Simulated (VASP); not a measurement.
# CO2 (Cmce) in VASP: notebook

The runs below take CO2 through single point, with PBEsol.

All numbers are computed with VASP 6.6.1; they aren't measurements. Logs are shortened: lines on timing, memory, paths and dates and some standing lists are left out, and cuts for length are marked.

## 1. The cell of the first run

It takes space group Cmce (No. 64, orthorhombic). Conventional cell: a = 5.164 Å, b = 4.677 Å, c = 6.453 Å, α = 90.00°, β = 90.00°, γ = 90.00°. O (site symmetry m) has 1 C at 1.14 Å within 1.5 Å. C (site symmetry 2/m) has 2 O at 1.14 Å within 1.5 Å.

## 2. Single point, PBEsol (volume scaled by 0.94)

File INCAR:

```
  PREC = Accurate
  ENCUT = 520
  EDIFF = 1E-6
  ISMEAR = -1
  SIGMA = 0.05
  LREAL = False
  LASPH = True
  NELM = 100
  ALGO = Normal
  ISIF = 2
  LWAVE = False
  LCHARG = False
  GGA = PS
  NBANDS = 25
```

File KPOINTS:

```
regular mesh
0
Gamma
  8 8 4
```

File POSCAR:

```
CO2
1.0
    2.5821020247     -2.3386424426      0.0000000000
    2.5821020247      2.3386424426      0.0000000000
    0.0000000000      0.0000000000      6.4527050375
O C
4 2
Direct
    0.3065085700      0.6934914300      0.6081566100
    0.6934914300      0.3065085700      0.3918433900
    0.1934914300      0.8065085700      0.1081566100
    0.8065085700      0.1934914300      0.8918433900
    0.5000000000      0.5000000000      0.5000000000
    0.0000000000      0.0000000000      0.0000000000
```

Potentials or basis: VASP PAW PBE potentials, release 64 (O, C).

Run with:

```bash
$ cat potpaw_PBE.64/O/POTCAR potpaw_PBE.64/C/POTCAR > POTCAR
$ mpirun -np 1 vasp_std > vasp.out
```

OUTCAR:

```text
PREC = Accurate
   ENCUT = 520
   EDIFF = 1E-6
   ISMEAR = -1
   LREAL = False
   LASPH = True
   NELM = 100
   ISIF = 2
   GGA = PS

 ion  position               nearest neighbor table
   1  0.307  0.693  0.608-   5 1.14
   2  0.693  0.307  0.392-   5 1.14
   3  0.193  0.807  0.108-   6 1.14
   4  0.807  0.193  0.892-   6 1.14
   5  0.500  0.500  0.500-   1 1.14   2 1.14
   6  0.000  0.000  0.000-   3 1.14   4 1.14

  LATTYP: Found a base centered orthorhombic cell.
 ALAT       =     4.6772848852
 B/A-ratio  =     1.1041029521
 C/A-ratio  =     1.3795834968

  Lattice vectors:

 A1 = (  -2.5821020247,  -2.3386424426,   0.0000000000)
 A2 = (   2.5821020247,  -2.3386424426,   0.0000000000)
 A3 = (   0.0000000000,   0.0000000000,   6.4527050375)

Analysis of symmetry for initial positions (statically):
=====================================================================
 Subroutine PRICEL returns:
 Original cell was already a primitive cell.

 Routine SETGRP: Setting up the symmetry group for a
 base centered orthorhombic supercell.

 Subroutine GETGRP returns: Found  8 space group operations
 (whereof  4 operations were pure point group operations)
 out of a pool of  8 trial point group operations.

The static configuration has the point symmetry C_2h.
 The point group associated with its full space group is D_2h.

Analysis of symmetry for dynamics (positions and initial velocities):
=====================================================================
 Subroutine PRICEL returns:
 Original cell was already a primitive cell.

 Routine SETGRP: Setting up the symmetry group for a
 base centered orthorhombic supercell.

 Subroutine GETGRP returns: Found  8 space group operations
 (whereof  4 operations were pure point group operations)
 out of a pool of  8 trial point group operations.

The dynamic configuration has the point symmetry C_2h.
 The point group associated with its full space group is D_2h.

 Subroutine INISYM returns: Found  8 space group operations
 (whereof  4 operations are pure point group operations),
 and found     1 'primitive' translations

----------------------------------------------------------------------------------------

                                     Primitive cell

  volume of cell :      77.9308

  direct lattice vectors                    reciprocal lattice vectors
     2.582102025 -2.338642443  0.000000000     0.193640683 -0.213799250  0.000000000
     2.582102025  2.338642443  0.000000000     0.193640683  0.213799250  0.000000000
     0.000000000  0.000000000  6.452705038     0.000000000  0.000000000  0.154973766

  length of vectors
     3.483747887  3.483747887  6.452705038     0.288455947  0.288455947  0.154973766

  position of ions in fractional coordinates (direct lattice)
     0.306508570  0.693491430  0.608156610
     0.693491430  0.306508570  0.391843390
     0.193491430  0.806508570  0.108156610
     0.806508570  0.193491430  0.891843390
     0.500000000  0.500000000  0.500000000
     0.000000000  0.000000000  0.000000000

  ion indices of the primitive-cell ions
   primitive index   ion index
                 1           1
                 2           2
                 3           3
                 4           4
                 5           5
                 6           6

----------------------------------------------------------------------------------------

 KPOINTS: regular mesh

Automatic generation of k-mesh.
 Grid dimensions read from file:
 generate k-points for:    8    8    4

 Generating k-lattice:

  Cartesian coordinates                     Fractional coordinates (reciprocal lattice)
     0.024205085 -0.026724906  0.000000000     0.125000000  0.000000000  0.000000000
     0.024205085  0.026724906  0.000000000     0.000000000  0.125000000  0.000000000
     0.000000000  0.000000000  0.038743441     0.000000000  0.000000000  0.250000000

  Length of vectors
     0.036056993  0.036056993  0.038743441

  Shift w.r.t. Gamma in fractional coordinates (k-lattice)
     0.000000000  0.000000000  0.000000000

 Subroutine IBZKPT returns following result:
 ===========================================

 Found     63 irreducible k-points:

 Following reciprocal coordinates:
            Coordinates               Weight
  0.000000  0.000000  0.000000      1.000000
  0.125000  0.000000  0.000000      4.000000
  0.250000  0.000000  0.000000      4.000000
  0.375000  0.000000  0.000000      4.000000
  0.500000  0.000000  0.000000      2.000000
  0.125000  0.125000  0.000000      2.000000
[... 16 lines left out ...]
  0.125000  0.000000  0.250000      8.000000
  0.250000  0.000000  0.250000      8.000000
 [... further k-points ...]
   k-points           NKPTS =     63   k-points in BZ     NKDIM =     63   number of bands    NBANDS=     25
   number of dos      NEDOS =    301   number of ions     NIONS =      6
   total plane-waves  NPLWV =  37632
   dimension x,y,z NGX =    28 NGY =   28 NGZ =   48
   dimension x,y,z NGXF=    56 NGYF=   56 NGZF=   96
   ions per type =               4   2
   NGX,Y,Z   is equivalent  to a cutoff of  13.36, 13.36, 12.37 a.u.
   NGXF,Y,Z  is equivalent  to a cutoff of  26.72, 26.72, 24.73 a.u.
 SYSTEM =  unknown system
   PREC   = accura    normal or accurate (medium, high low for compatibility)
   ISTART =      0    job   : 0-new  1-cont  2-samecut
   ICHARG =      2    charge: 1-file 2-atom 10-const
   ISPIN  =      1    spin polarized calculation?
   LNONCOLLINEAR =      F non collinear calculations
   LSORBIT =      F    spin-orbit coupling
   LASPH  =      T    aspherical Exc in radial PAW
   ENCUT  =  520.0 eV  38.22 Ry    6.18 a.u.   6.48  6.48 12.00*2*pi/ulx,y,z
   NELM   =    100;   NELMIN=  2; NELMDL= -5     # of ELM steps
   EDIFF  = 0.1E-05   stopping-criterion for ELM
   LREAL  =      F    real-space projection
   EDIFFG = 0.1E-04   stopping-criterion for IOM
   NSW    =      0    number of steps for IOM
   IBRION =     -1    ionic relax: 0-MD 1-quasi-New 2-CG
   NFREE  =      0    steps in history (QN), initial steepest desc. (CG)
   ISIF   =      2    stress and relaxation
   ISYM   =      2    0-nonsym 1-usesym 2-fastsym
   POTIM  = 0.5000    time-step for ionic-motion
   TEBEG  =    0.0;   TEEND  =   0.0 temperature during run
   PSTRESS=    0.0 pullay stress
   NELECT =      32.0000    total number of electrons
   NUPDOWN=      -1.0000    fix difference up-down
   EMIN   =  10.00;   EMAX   =-10.00  energy-range for DOS
   EFERMI =   0.00;   METHOD = LEGACY
   ISMEAR =    -1;   SIGMA  =   0.05  broadening in eV -4-tet -1-fermi 0-gaus
   EFERMI_NEDOS =   21; number of points for ismear=-14 and -15
   IALGO  =     38    algorithm
   IMIX   =      4    mixing-type and parameters
     AMIX     =   0.40;   BMIX     =  1.00
     AMIX_MAG =   1.60;   BMIX_MAG =  1.00
  volume/ion in A,a.u.               =      12.99        87.65
  Fermi-wavevector in a.u.,A,eV,Ry     =   1.216807  2.299432 20.145059  1.480620
  Thomas-Fermi vector in A             =   2.352149
   LORBIT       =      0    0 simple, 1 ext, 2 COOP (PROOUT), +10 PAW based schemes
   GGA     = PS    functional components
   LHFCALC =     F    Hartree Fock is set to
   AEXX    =    0.0000 exact exchange contribution
   IVDW    =     0    specifies the selected vdW correction
   LEPSILON=     F    determine dielectric tensor
   LRPA    =     F    only Hartree local field effects (RPA)
 non-spin polarized calculation
  energy-cutoff  :      520.00
  volume of cell :       77.93
 maximum number of plane-waves:      2119
 NGX is ok and might be reduce to    28
   NGX = 13   NGY = 13   NGZ = 23

 number of electron      32.0000006 magnetization

 Free energy of the ion-electron system (eV)
  ---------------------------------------------------
  ext. energy  EPLUGINS =         0.00000000
  ---------------------------------------------------
  free energy    TOTEN  =       -47.34787265 eV

  energy without entropy =      -47.34787265  energy(sigma->0) =      -47.34787265

 E-fermi :  -1.7381     XC(G=0):  -8.6065

 val. band max:       -2.7650962911   @ k =   0.5000   0.5000   0.0000
 cond. band min:       4.0269198618   @ k =   0.0000   0.0000   0.0000
 fundamental gap:      6.7920161529
 Fermi energy:        -1.7381344969

 k-point     1 :       0.0000    0.0000    0.0000
  band No.  band energies     occupation
      1     -23.9392      2.00000
      2     -23.7439      2.00000
      3     -22.7181      2.00000
      4     -22.6258      2.00000
      5      -8.0641      2.00000
      6      -7.9339      2.00000
[... 17 lines left out ...]
     24      13.2210      0.00000
     25      14.2936      0.00000

 k-point     2 :       0.1250    0.0000    0.0000
  band No.  band energies     occupation
      1     -23.9136      2.00000
      2     -23.7311      2.00000
      3     -22.7221      2.00000
      4     -22.6388      2.00000
      5      -8.2104      2.00000
      6      -7.8162      2.00000
[... 17 lines left out ...]
     24      12.7391      0.00000
     25      14.0903      0.00000

 k-point     3 :       0.2500    0.0000    0.0000
  band No.  band energies     occupation
      1     -23.8461      2.00000
      2     -23.7022      2.00000
      3     -22.7326      2.00000
      4     -22.6728      2.00000
      5      -8.3491      2.00000
      6      -7.8778      2.00000
[... 17 lines left out ...]
     24      11.8951      0.00000
     25      13.0665      0.00000

 k-point     4 :       0.3750    0.0000    0.0000
  band No.  band energies     occupation
      1     -23.7633      2.00000
      2     -23.6825      2.00000
      3     -22.7428      2.00000
      4     -22.7131      2.00000
      5      -8.3970      2.00000
      6      -8.0743      2.00000
[... 17 lines left out ...]
     24      11.2361      0.00000
     25      12.0400      0.00000

 k-point     5 :       0.5000    0.0000    0.0000
  band No.  band energies     occupation
      1     -23.7008      2.00000
      2     -23.7008      2.00000
      3     -22.7396      2.00000
      4     -22.7396      2.00000
      5      -8.3066      2.00000
      6      -8.3066      2.00000
[... 17 lines left out ...]
     24      11.2304      0.00000
     25      11.5615      0.00000

 k-point     6 :       0.1250    0.1250    0.0000
  band No.  band energies     occupation
      1     -23.8963      2.00000
      2     -23.7151      2.00000
      3     -22.7244      2.00000
      4     -22.6472      2.00000
      5      -7.9996      2.00000
      6      -7.9987      2.00000
[... 17 lines left out ...]
     24      13.1548      0.00000
     25      13.7770      0.00000
[... 393 lines left out ...]
 k-point    21 :       0.5000    0.5000    0.0000
  band No.  band energies     occupation
      1     -23.6385      2.00000
      2     -23.5454      2.00000
      3     -22.7712      2.00000
      4     -22.7636      2.00000
      5      -8.3586      2.00000
      6      -8.1397      2.00000
[... 17 lines left out ...]
     24      11.2983      0.00000
     25      11.3895      0.00000

 k-point    22 :       0.0000    0.0000    0.2500
  band No.  band energies     occupation
      1     -23.9130      2.00000
      2     -23.7754      2.00000
      3     -22.7015      2.00000
      4     -22.6367      2.00000
      5      -8.1562      2.00000
      6      -8.0215      2.00000
[... 17 lines left out ...]
     24      13.5047      0.00000
     25      14.2616      0.00000

 k-point    23 :       0.1250    0.0000    0.2500
  band No.  band energies     occupation
      1     -23.8890      2.00000
      2     -23.7603      2.00000
      3     -22.7073      2.00000
      4     -22.6488      2.00000
      5      -8.2233      2.00000
      6      -7.9698      2.00000
[... 17 lines left out ...]
     24      12.9857      0.00000
     25      14.0352      0.00000

 k-point    24 :       0.2500    0.0000    0.2500
  band No.  band energies     occupation
      1     -23.8263      2.00000
      2     -23.7246      2.00000
      3     -22.7225      2.00000
      4     -22.6805      2.00000
      5      -8.3082      2.00000
      6      -7.9138      2.00000
[... 17 lines left out ...]
     24      12.0874      0.00000
     25      12.8952      0.00000

 [... further k-points ...]
[... 5 lines left out ...]
  --------------------------------------------------------------------------------------
  -------------------------------------------------------------------------------------
  Total        0.7105713     10.5588063      6.4000055      0.0000000      0.0000000      0.0000000
  in kB       14.6086202    217.0782792    131.5775812      0.0000000      0.0000000      0.0000000
  external PRESSURE =     121.0881602 kB  Pullay stress =       0.0000000 kB

 VOLUME and BASIS-vectors are now :
 -----------------------------------------------------------------------------
  energy-cutoff  :      520.00
  volume of cell :       77.93
      direct lattice vectors                 reciprocal lattice vectors
     2.582102025 -2.338642443  0.000000000     0.193640683 -0.213799250  0.000000000
     2.582102025  2.338642443  0.000000000     0.193640683  0.213799250  0.000000000
     0.000000000  0.000000000  6.452705038     0.000000000  0.000000000  0.154973766

 POSITION                                       TOTAL-FORCE (eV/Angst)
 -----------------------------------------------------------------------------------
      2.58210      0.90501      3.92426         0.000000      2.734307      2.094703
      2.58210     -0.90501      2.52845         0.000000     -2.734307     -2.094703
      2.58210      1.43363      0.69790         0.000000     -2.734307      2.094703
      2.58210     -1.43363      5.75480         0.000000      2.734307     -2.094703
      2.58210      0.00000      3.22635         0.000000     -0.000000      0.000000
      0.00000      0.00000      0.00000         0.000000     -0.000000      0.000000
 -----------------------------------------------------------------------------------
    total drift:                                0.000000     -0.000000      0.000000

  FREE ENERGIE OF THE ION-ELECTRON SYSTEM (eV)
  ---------------------------------------------------
  free  energy   TOTEN  =       -47.3478726525 eV

  energy  without entropy=      -47.3478726525  energy(sigma->0) =      -47.34787265
```

It took 90 s on 1 thread of Intel Xeon Platinum 8259CL at 2.50GHz (Skylake/Cascade Lake), shared host; peak memory 0.23 GiB.

What came out:

```yaml
Free_energy: -47.3479 eV
Pressure: 12.1 GPa
Largest_force: 3.444 eV/Å
Band_gap_on_the_k_mesh: 6.79 eV, indirect (least direct gap 7.42 eV)
```

Forces in eV/Å, atoms in the order of the input:
```
O    0.000  2.734  2.095
O    0.000 -2.734 -2.095
O    0.000 -2.734  2.095
O    0.000  2.734 -2.095
C    0.000  0.000  0.000
C    0.000  0.000  0.000
```

Caveat: the PAW data sets were made with another functional, which shifts forces and pressure a little.

## 3. Single point, PBEsol (volume scaled by 0.96)

File INCAR:

```
SYSTEM = CO2
PREC = Accurate ; ENCUT = 520
EDIFF = 1E-7 ; ISMEAR = -1
SIGMA = 0.05 ; LREAL = .FALSE.
LASPH = .TRUE. ; NELM = 80
ALGO = Normal ; ISIF = 2
LWAVE = .FALSE. ; LCHARG = .FALSE.
GGA = PS ; NBANDS = 25
```

File KPOINTS:

```
regular mesh
0
G
  8 8 4
  0 0 0
```

POSCAR, as its differences from that of step 2:

```diff
@@ -2,5 +2,5 @@
 1.0
-    2.5821020247     -2.3386424426      0.0000000000
-    2.5821020247      2.3386424426      0.0000000000
-    0.0000000000      0.0000000000      6.4527050375
+    2.6002864409     -2.3551122982      0.0000000000
+    2.6002864409      2.3551122982      0.0000000000
+    0.0000000000      0.0000000000      6.4981481195
 O C
```

Potentials or basis: VASP PAW PBE potentials, release 64 (O, C).

Run with:

```bash
$ cat potpaw_PBE.64/O/POTCAR potpaw_PBE.64/C/POTCAR > POTCAR
$ mpirun -np 1 vasp_std > vasp.out
```

It took 1.8 min on 1 thread of Intel Xeon Platinum 8259CL at 2.50GHz (Skylake/Cascade Lake), shared host; peak memory 0.23 GiB.

The run converged. Its results:

- Free energy: -47.4586 eV
- Pressure: 8.7 GPa
- Largest force: 2.456 eV/Å
- Band gap on the k mesh: 6.70 eV, indirect (least direct gap 7.30 eV)

Forces in eV/Å, atoms in the order of the input:
```
O    0.000  1.951  1.492
O    0.000 -1.951 -1.492
O    0.000 -1.951  1.492
O    0.000  1.951 -1.492
C    0.000  0.000  0.000
C    0.000  0.000  0.000
```

Stress tensor (GPa, compression positive):
```
 1.24  0.00  0.00
 0.00 15.47  0.00
 0.00  0.00  9.39
```

Levels at points of the mesh, in eV from the valence-band top:
```tsv
k point	band 13	band 14	band 15	band 16	band 17	band 18	band 19	band 20
(0.00, 0.00, 0.00)	-1.05	-0.99	-0.66	-0.60	6.70	7.27	7.86	8.01
(0.50, 0.00, 0.00)	-0.75	-0.75	-0.30	-0.30	7.76	7.76	8.84	8.84
(0.50, 0.50, 0.00)	-1.06	-0.69	-0.36	0.00	7.99	9.12	9.25	9.32
(0.00, 0.00, 0.50)	-0.85	-0.85	-0.78	-0.78	7.62	7.62	7.79	7.79
(0.50, 0.00, 0.50)	-0.83	-0.83	-0.26	-0.26	7.84	7.84	8.89	8.89
(0.50, 0.50, 0.50)	-0.73	-0.73	-0.33	-0.33	8.61	8.61	9.18	9.18
```

Caveat: the PAW data sets were made with another functional, which shifts forces and pressure a little. A k mesh can miss the band edges.

## 4. Single point, PBEsol (volume scaled by 0.98)

File INCAR:

```
PREC = Accurate
ENCUT = 520
EDIFF = 1E-6
ISMEAR = -1
SIGMA = 0.05
LREAL = F
LASPH = T
NELM = 80
ALGO = Normal
ISIF = 2
LWAVE = F
LCHARG = T
GGA = PS
LELF = T
LVHAR = T
NBANDS = 25
```

File KPOINTS:

```
Automatic mesh
0
Gamma
  8 8 4
```

POSCAR, as its differences from that of step 3:

```diff
@@ -2,5 +2,5 @@
 1.0
-    2.6002864409     -2.3551122982      0.0000000000
-    2.6002864409      2.3551122982      0.0000000000
-    0.0000000000      0.0000000000      6.4981481195
+    2.6182200176     -2.3713549653      0.0000000000
+    2.6182200176      2.3713549653      0.0000000000
+    0.0000000000      0.0000000000      6.5429643503
 O C
```

Run with:

```bash
$ cat potpaw_PBE.64/O/POTCAR potpaw_PBE.64/C/POTCAR > POTCAR
$ mpirun -np 1 vasp_std > vasp.out
```

Run time: 2 min. Hardware: 1 thread of Intel Xeon Platinum 8259CL at 2.50GHz (Skylake/Cascade Lake), shared host; peak memory 0.23 GiB.

It converged, with:

```yaml
Free_energy: -47.5356 eV
Pressure: 5.6 GPa
Largest_force: 1.529 eV/Å
Band_gap_on_the_k_mesh: 6.61 eV, indirect (least direct gap 7.19 eV)
```

Forces on the atoms (eV/Å):
```
O    0.000  1.218  0.925
O    0.000 -1.218 -0.925
O    0.000 -1.218  0.925
O    0.000  1.218 -0.925
C    0.000  0.000  0.000
C    0.000  0.000  0.000
```

Stress tensor (GPa, compression positive):
```
1.06 0.00 0.00
0.00 9.78 0.00
0.00 0.00 5.96
```

Levels at points of the mesh, in eV from the valence-band top:
| k point | band 13 | band 14 | band 15 | band 16 | band 17 | band 18 | band 19 | band 20 |
| --- | --- | --- | --- | --- | --- | --- | --- | --- |
| (0.00, 0.00, 0.00) | -1.01 | -0.96 | -0.64 | -0.58 | 6.61 | 7.18 | 7.75 | 7.89 |
| (0.50, 0.00, 0.00) | -0.72 | -0.72 | -0.29 | -0.29 | 7.65 | 7.65 | 8.69 | 8.69 |
| (0.50, 0.50, 0.00) | -1.03 | -0.67 | -0.34 | 0.00 | 7.87 | 8.97 | 9.08 | 9.15 |
| (0.00, 0.00, 0.50) | -0.83 | -0.83 | -0.76 | -0.76 | 7.52 | 7.52 | 7.70 | 7.70 |
| (0.50, 0.00, 0.50) | -0.80 | -0.80 | -0.25 | -0.25 | 7.73 | 7.73 | 8.74 | 8.74 |
| (0.50, 0.50, 0.50) | -0.70 | -0.70 | -0.32 | -0.32 | 8.47 | 8.47 | 9.02 | 9.02 |

Caveat: the PAW data sets were made with another functional, which shifts forces and pressure a little. A k mesh can miss the band edges.

## 5. Summary

```tsv
cell	gap on the mesh (eV)	pressure (GPa)	largest force (eV/Å)
a = 3.484, b = 3.484, c = 6.453 Å, angles 90.0, 90.0, 84.3°, 6 atoms	6.79	12.1	3.44
a = 3.508, b = 3.508, c = 6.498 Å, angles 90.0, 90.0, 84.3°, 6 atoms	6.70	8.7	2.46
a = 3.532, b = 3.532, c = 6.543 Å, angles 90.0, 90.0, 84.3°, 6 atoms	6.61	5.6	1.53
```

Alike in all rows: task single point; level PBEsol; potentials or basis VASP PAW PBE potentials, release 64 (O, C); no spin polarisation; k mesh 8 × 8 × 4; cutoff (eV) 520; smearing fermi-dirac 0.05 eV.

Caveats: the PAW data sets were made with another functional, which shifts forces and pressure a little.

Absolute energies hang on the potentials; compare differences alone.
